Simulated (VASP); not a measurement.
A run of VASP 6.6.1:

File POSCAR:

```
AlN
1.0
    1.5569251901     -2.6966135497      0.0000000000
    1.5569251901      2.6966135497      0.0000000000
    0.0000000000      0.0000000000      4.9835831431
Al N
2 2
Direct
    0.8333329373      0.1666670627      0.9965087722
    0.1666670627      0.8333329373      0.4965087722
    0.1666697197      0.8333302803      0.8784912278
    0.8333302803      0.1666697197      0.3784912278
```

The input INCAR.step1:

```
SYSTEM = AlN
PREC = Accurate
ENCUT = 600
ISMEAR = -1
SIGMA = 0.03
LREAL = .False.
LASPH = .True.
NELM = 100
GGA = PE
ALGO = Normal
EDIFF = 1E-4
LWAVE = .True.
LCHARG = .False.
```

Contents of INCAR.step2:

```
SYSTEM = AlN
PREC = Accurate
ENCUT = 600
EDIFF = 1E-6
ISMEAR = -1
SIGMA = 0.03
LREAL = .False.
LASPH = .True.
NELM = 100
ALGO = Normal
ISIF = 3
LWAVE = .False.
LCHARG = .False.
METAGGA = R2SCAN
LMIXTAU = .True.
LUSE_VDW = .True.
IVDW_NL = 2
BPARAM = 11.95
CPARAM = 0.0093
IBRION = 2
NSW = 100
EDIFFG = -0.01
ISTART = 1
```

Contents of KPOINTS:

```
regular mesh
0
Gamma
  12 12 6
  0 0 0
```

Potentials or basis: VASP PAW PBE potentials, release 64 (Al, N).

Run with:

```console
$ cat potpaw_PBE.64/Al/POTCAR potpaw_PBE.64/N/POTCAR > POTCAR
$ cp INCAR.step1 INCAR
$ mpirun -np 1 vasp_std > vasp.out
$ cp INCAR.step2 INCAR
$ mpirun -np 1 vasp_std > vasp.out
```

Hardware: 1 thread of Intel(R) Xeon(R) Platinum 8259CL CPU @ 2.50GHz (Skylake/Cascade Lake), with other jobs on the host.

Problem. How long does it take, and how much memory?

Solution. It took 16 min on 1 thread of Intel(R) Xeon(R) Platinum 8259CL CPU @ 2.50GHz (Skylake/Cascade Lake), on a shared host, peak memory 0.37 GiB. Counts: k points 172, ion steps 3.
